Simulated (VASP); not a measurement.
# Sc (Im-3m) in VASP: notebook

The runs below take Sc through single point, with LDA.

Everything below comes from runs of VASP 6.6.1. Logs are shortened: lines on timing, memory, paths and dates and some standing lists are left out, and cuts for length are marked.

## 1. The cell of the first run

Symmetry: Im-3m, No. 229, cubic system. Conventional cell: a = 3.469 Å, b = 3.469 Å, c = 3.469 Å, α = 90.00°, β = 90.00°, γ = 90.00°. Sc (site symmetry m-3m) has 14 Sc at 3.00 to 3.47 Å within 4.0 Å.

This isn't the form of Sc at room conditions, which is hcp.

## 2. Single point, LDA

The input, INCAR:

```
ALGO = Normal
EDIFF = 1E-6
ENCUT = 520
GGA = CA
ISIF = 2
ISMEAR = -1
LASPH = T
LCHARG = F
LREAL = F
LWAVE = F
NBANDS = 12
NELM = 100
PREC = Accurate
SIGMA = 0.05
```

The input, KPOINTS:

```
k-points
0
Gamma
  17 17 17
```

The input, POSCAR:

```
Sc
1.0
   -1.7344576391      1.7344576391      1.7344576391
    1.7344576391     -1.7344576391      1.7344576391
    1.7344576391      1.7344576391     -1.7344576391
Sc
1
Direct
    0.0000000000      0.0000000000      0.0000000000
```

Potentials or basis: VASP PAW LDA potentials, release 64 (Sc_sv).

Started as:

```bash
> cat potpaw_LDA.64/Sc_sv/POTCAR > POTCAR
> mpirun -np 1 vasp_std > vasp.out
```

OUTCAR:

```text
EDIFF = 1E-6
   ENCUT = 520
   GGA = CA
   ISIF = 2
   ISMEAR = -1
   LASPH = T
   LREAL = F
   NELM = 100
   PREC = Accurate

 ion  position               nearest neighbor table
   1  0.000  0.000  0.000-

  LATTYP: Found a body centered cubic cell.
 ALAT       =     3.4689152782

  Lattice vectors:

 A1 = (  -1.7344576391,   1.7344576391,   1.7344576391)
 A2 = (   1.7344576391,  -1.7344576391,   1.7344576391)
 A3 = (   1.7344576391,   1.7344576391,  -1.7344576391)

Analysis of symmetry for initial positions (statically):
=====================================================================
 Subroutine PRICEL returns:
 Original cell was already a primitive cell.

 Routine SETGRP: Setting up the symmetry group for a
 body centered cubic supercell.

 Subroutine GETGRP returns: Found 48 space group operations
 (whereof 48 operations were pure point group operations)
 out of a pool of 48 trial point group operations.

The static configuration has the point symmetry O_h .

Analysis of symmetry for dynamics (positions and initial velocities):
=====================================================================
 Subroutine PRICEL returns:
 Original cell was already a primitive cell.

 Routine SETGRP: Setting up the symmetry group for a
 body centered cubic supercell.

 Subroutine GETGRP returns: Found 48 space group operations
 (whereof 48 operations were pure point group operations)
 out of a pool of 48 trial point group operations.

The dynamic configuration has the point symmetry O_h .

 Subroutine INISYM returns: Found 48 space group operations
 (whereof 48 operations are pure point group operations),
 and found     1 'primitive' translations

----------------------------------------------------------------------------------------

                                     Primitive cell

  volume of cell :      20.8714

  direct lattice vectors                    reciprocal lattice vectors
    -1.734457639  1.734457639  1.734457639     0.000000000  0.288274553  0.288274553
     1.734457639 -1.734457639  1.734457639     0.288274553  0.000000000  0.288274553
     1.734457639  1.734457639 -1.734457639     0.288274553  0.288274553  0.000000000

  length of vectors
     3.004168754  3.004168754  3.004168754     0.407681782  0.407681782  0.407681782

  position of ions in fractional coordinates (direct lattice)
     0.000000000  0.000000000  0.000000000

  ion indices of the primitive-cell ions
   primitive index   ion index
                 1           1

----------------------------------------------------------------------------------------

 KPOINTS: k-points

Automatic generation of k-mesh.
 Grid dimensions read from file:
 generate k-points for:   17   17   17

 Generating k-lattice:

  Cartesian coordinates                     Fractional coordinates (reciprocal lattice)
     0.000000000  0.016957327  0.016957327     0.058823529  0.000000000  0.000000000
     0.016957327  0.000000000  0.016957327     0.000000000  0.058823529  0.000000000
     0.016957327  0.016957327  0.000000000     0.000000000  0.000000000  0.058823529

  Length of vectors
     0.023981281  0.023981281  0.023981281

  Shift w.r.t. Gamma in fractional coordinates (k-lattice)
     0.000000000  0.000000000  0.000000000

 Subroutine IBZKPT returns following result:
 ===========================================

 Found    165 irreducible k-points:

 Following reciprocal coordinates:
            Coordinates               Weight
  0.000000  0.000000  0.000000      1.000000
  0.058824  0.000000  0.000000     12.000000
  0.117647  0.000000  0.000000     12.000000
  0.176471  0.000000  0.000000     12.000000
  0.235294  0.000000  0.000000     12.000000
  0.294118  0.000000  0.000000     12.000000
[... 16 lines left out ...]
  0.411765  0.117647 -0.000000     48.000000
  0.176471  0.176471  0.000000     24.000000
 [... further k-points ...]
   k-points           NKPTS =    165   k-points in BZ     NKDIM =    165   number of bands    NBANDS=     12
   number of dos      NEDOS =    301   number of ions     NIONS =      1
   total plane-waves  NPLWV =  13824
   dimension x,y,z NGX =    24 NGY =   24 NGZ =   24
   dimension x,y,z NGXF=    48 NGYF=   48 NGZF=   48
   ions per type =               1
   NGX,Y,Z   is equivalent  to a cutoff of  13.28, 13.28, 13.28 a.u.
   NGXF,Y,Z  is equivalent  to a cutoff of  26.56, 26.56, 26.56 a.u.
 SYSTEM =  unknown system
   PREC   = accura    normal or accurate (medium, high low for compatibility)
   ISTART =      0    job   : 0-new  1-cont  2-samecut
   ICHARG =      2    charge: 1-file 2-atom 10-const
   ISPIN  =      1    spin polarized calculation?
   LNONCOLLINEAR =      F non collinear calculations
   LSORBIT =      F    spin-orbit coupling
   LASPH  =      T    aspherical Exc in radial PAW
   ENCUT  =  520.0 eV  38.22 Ry    6.18 a.u.   5.59  5.59  5.59*2*pi/ulx,y,z
   NELM   =    100;   NELMIN=  2; NELMDL= -5     # of ELM steps
   EDIFF  = 0.1E-05   stopping-criterion for ELM
   LREAL  =      F    real-space projection
   EDIFFG = 0.1E-04   stopping-criterion for IOM
   NSW    =      0    number of steps for IOM
   IBRION =     -1    ionic relax: 0-MD 1-quasi-New 2-CG
   NFREE  =      0    steps in history (QN), initial steepest desc. (CG)
   ISIF   =      2    stress and relaxation
   ISYM   =      2    0-nonsym 1-usesym 2-fastsym
   POTIM  = 0.5000    time-step for ionic-motion
   TEBEG  =    0.0;   TEEND  =   0.0 temperature during run
   PSTRESS=    0.0 pullay stress
   NELECT =      11.0000    total number of electrons
   NUPDOWN=      -1.0000    fix difference up-down
   EMIN   =  10.00;   EMAX   =-10.00  energy-range for DOS
   EFERMI =   0.00;   METHOD = LEGACY
   ISMEAR =    -1;   SIGMA  =   0.05  broadening in eV -4-tet -1-fermi 0-gaus
   EFERMI_NEDOS =   21; number of points for ismear=-14 and -15
   IALGO  =     38    algorithm
   IMIX   =      4    mixing-type and parameters
     AMIX     =   0.40;   BMIX     =  1.00
     AMIX_MAG =   1.60;   BMIX_MAG =  1.00
  volume/ion in A,a.u.               =      20.87       140.85
  Fermi-wavevector in a.u.,A,eV,Ry     =   1.322377  2.498931 23.792257  1.748682
  Thomas-Fermi vector in A             =   2.452063
   LORBIT       =      0    0 simple, 1 ext, 2 COOP (PROOUT), +10 PAW based schemes
   GGA     = CA    functional components
   LHFCALC =     F    Hartree Fock is set to
   AEXX    =    0.0000 exact exchange contribution
   IVDW    =     0    specifies the selected vdW correction
   LEPSILON=     F    determine dielectric tensor
   LRPA    =     F    only Hartree local field effects (RPA)
 non-spin polarized calculation
  energy-cutoff  :      520.00
  volume of cell :       20.87
 maximum number of plane-waves:       579
   NGX = 11   NGY = 11   NGZ = 11

 number of electron      11.0000003 magnetization

 Free energy of the ion-electron system (eV)
  ---------------------------------------------------
  ext. energy  EPLUGINS =         0.00000000
  ---------------------------------------------------
  free energy    TOTEN  =        -6.58222105 eV

  energy without entropy =       -6.56361401  energy(sigma->0) =       -6.57291753

 E-fermi :   4.6275     XC(G=0): -10.8522

 val. band max:        4.6254598326   @ k =   0.2941   0.1765   0.1765
 cond. band min:       4.6291149514   @ k =   0.2353   0.1765   0.1176
 fundamental gap:      0.0036551188
 Fermi energy:         4.6274770261

 k-point     1 :       0.0000    0.0000    0.0000
  band No.  band energies     occupation
      1     -43.9462      2.00000
      2     -22.5507      2.00000
      3     -22.5507      2.00000
      4     -22.5507      2.00000
      5      -0.8501      2.00000
      6       6.2164      0.00000
      7       6.2164      0.00000
      8       6.2164      0.00000
      9       7.9885      0.00000
     10       7.9885      0.00000
     11      19.9190      0.00000
     12      19.9190      0.00000

 k-point     2 :       0.0588    0.0000    0.0000
  band No.  band energies     occupation
      1     -43.9417      2.00000
      2     -22.5759      2.00000
      3     -22.5582      2.00000
      4     -22.5508      2.00000
      5      -0.7409      2.00000
      6       6.1578      0.00000
      7       6.1963      0.00000
      8       6.3022      0.00000
      9       7.9154      0.00000
     10       7.9912      0.00000
     11      19.8452      0.00000
     12      19.9313      0.00000

 k-point     3 :       0.1176    0.0000    0.0000
  band No.  band energies     occupation
      1     -43.9287      2.00000
      2     -22.6476      2.00000
      3     -22.5799      2.00000
      4     -22.5514      2.00000
      5      -0.4221      2.00000
      6       5.9950      0.00000
      7       6.1088      0.00000
      8       6.5551      0.00000
      9       7.7593      0.00000
     10       8.0028      0.00000
     11      19.5282      0.00000
     12      19.8646      0.00000

 k-point     4 :       0.1765    0.0000    0.0000
  band No.  band energies     occupation
      1     -43.9090      2.00000
      2     -22.7547      2.00000
      3     -22.6125      2.00000
      4     -22.5522      2.00000
      5       0.0789      2.00000
      6       5.7610      0.00000
      7       5.9026      0.00000
      8       6.9600      0.00000
      9       7.6554      0.00000
     10       8.0306      0.00000
     11      18.7971      0.00000
     12      19.4896      0.00000

 k-point     5 :       0.2353    0.0000    0.0000
  band No.  band energies     occupation
      1     -43.8851      2.00000
      2     -22.8815      2.00000
      3     -22.6516      2.00000
      4     -22.5533      2.00000
      5       0.7123      2.00000
      6       5.4966      0.00000
      7       5.6012      0.00000
      8       7.4898      0.00000
      9       7.6736      0.00000
     10       8.0818      0.00000
     11      17.6547      0.00000
     12      18.7826      0.00000
[... 228 lines left out ...]
      1     -43.8318      2.00000
      2     -23.1161      2.00000
      3     -22.7469      2.00000
      4     -22.5870      2.00000
      5       2.2698      2.00000
      6       4.9094      0.00709
      7       5.1031      0.00015
      8       7.7432      0.00000
      9       8.3673      0.00000
     10       9.0479      0.00000
     11      14.9965      0.00000
     12      16.9319      0.00000

 k-point    22 :       0.3529    0.1176    0.0000
  band No.  band energies     occupation
      1     -43.8161      2.00000
      2     -23.1854      2.00000
      3     -22.7808      2.00000
      4     -22.5885      2.00000
      5       2.6685      2.00000
      6       4.8293      0.03472
      7       5.1131      0.00012
      8       7.8625      0.00000
      9       8.4325      0.00000
     10       9.6100      0.00000
     11      13.8600      0.00000
     12      16.4474      0.00000

 k-point    23 :       0.4118    0.1176   -0.0000
  band No.  band energies     occupation
      1     -43.8076      2.00000
      2     -23.2221      2.00000
      3     -22.7990      2.00000
      4     -22.5893      2.00000
      5       2.8274      2.00000
      6       4.7805      0.08954
      7       5.2467      0.00001
      8       7.9037      0.00000
      9       8.5007      0.00000
     10       9.9609      0.00000
     11      13.1759      0.00000
     12      16.1786      0.00000

 k-point    24 :       0.1765    0.1765    0.0000
  band No.  band energies     occupation
      1     -43.8548      2.00000
      2     -23.0027      2.00000
      3     -22.6968      2.00000
      4     -22.5966      2.00000
      5       1.6194      2.00000
      6       5.0684      0.00030
      7       5.2982      0.00000
      8       7.5170      0.00000
      9       8.3019      0.00000
     10       8.4144      0.00000
     11      17.0125      0.00000
     12      17.1263      0.00000

 [... further k-points ...]

------------------------ aborting loop because EDIFF is reached ----------------------------------------

  FORCE on cell =-STRESS in cart. coord.  units (eV):
  Direction    XX          YY          ZZ          XY          YZ          ZX
  --------------------------------------------------------------------------------------
  -------------------------------------------------------------------------------------
  Total        0.7450025      0.7450025      0.7450025     -0.0000000     -0.0000000     -0.0000000
  in kB       57.1896233     57.1896233     57.1896233     -0.0000000     -0.0000000     -0.0000000
  external PRESSURE =      57.1896233 kB  Pullay stress =       0.0000000 kB

 VOLUME and BASIS-vectors are now :
 -----------------------------------------------------------------------------
  energy-cutoff  :      520.00
  volume of cell :       20.87
      direct lattice vectors                 reciprocal lattice vectors
    -1.734457639  1.734457639  1.734457639     0.000000000  0.288274553  0.288274553
     1.734457639 -1.734457639  1.734457639     0.288274553  0.000000000  0.288274553
     1.734457639  1.734457639 -1.734457639     0.288274553  0.288274553  0.000000000

 POSITION                                       TOTAL-FORCE (eV/Angst)
 -----------------------------------------------------------------------------------
      0.00000      0.00000      0.00000         0.000000     -0.000000     -0.000000
 -----------------------------------------------------------------------------------
    total drift:                               -0.000000      0.000000      0.000000

  FREE ENERGIE OF THE ION-ELECTRON SYSTEM (eV)
  ---------------------------------------------------
  free  energy   TOTEN  =        -6.5822210522 eV

  energy  without entropy=       -6.5636140067  energy(sigma->0) =       -6.57291753
```

It took 58 s on 1 thread of AMD EPYC 7R13, shared host; peak memory 0.13 GiB.

Results:

```yaml
Free_energy: -6.5822 eV
Pressure: 5.7 GPa
Band_gap_on_the_k_mesh: zero (an odd number of electrons rules out a gap without spin polarisation)
```

Levels at points of the mesh, in eV from the Fermi level:
```tsv
k point	band 3	band 4	band 5	band 6	band 7	band 8
(0.00, 0.00, 0.00)	-27.18	-27.18	-5.48	1.59	1.59	1.59
```

Caveat: the cell stands under pressure.

## 3. Single point, LDA

This run uses another cell than the first one, of 22.69 Å³/atom.

The input, INCAR:

```
ALGO     = Normal         # electronic algorithm
EDIFF    = 1E-6           # SCF threshold, eV
ENCUT    = 520            # plane-wave cutoff, eV
GGA      = CA             # functional
ISIF     = 2              # what is computed and relaxed
ISMEAR   = -1             # smearing method
LASPH    = True           # aspherical terms in the spheres
LCHARG   = False          # write CHGCAR
LREAL    = False          # projectors in reciprocal space
LWAVE    = False          # write WAVECAR
NBANDS   = 12             # bands
NELM     = 60             # most SCF steps
PREC     = Accurate       # precision mode
SIGMA    = 0.05           # smearing width, eV
```

KPOINTS is that of step 2.

The input, POSCAR:

```
Sc
1.0
   -1.7833411122      1.7833411122      1.7833411122
    1.7833411122     -1.7833411122      1.7833411122
    1.7833411122      1.7833411122     -1.7833411122
Sc
1
Direct
    0.0000000000      0.0000000000      0.0000000000
```

Potentials or basis: VASP PAW LDA potentials, release 64 (Sc_sv).

Started as:

```bash
> cat potpaw_LDA.64/Sc_sv/POTCAR > POTCAR
> mpirun -np 1 vasp_std > vasp.out
```

Run time: 62 s. Hardware: 1 thread of AMD EPYC 7R13, shared host; peak memory 0.13 GiB.

Results (log left out):

| Item | Value |
| --- | --- |
| Free energy | -6.6141 eV |
| Pressure | 0.1 GPa |
| Band gap on the k mesh | zero (an odd number of electrons rules out a gap without spin polarisation) |

Levels at points of the mesh, in eV from the Fermi level:
```tsv
k point	band 3	band 4	band 5	band 6	band 7	band 8
(0.00, 0.00, 0.00)	-27.45	-27.45	-5.35	1.48	1.48	1.48
```
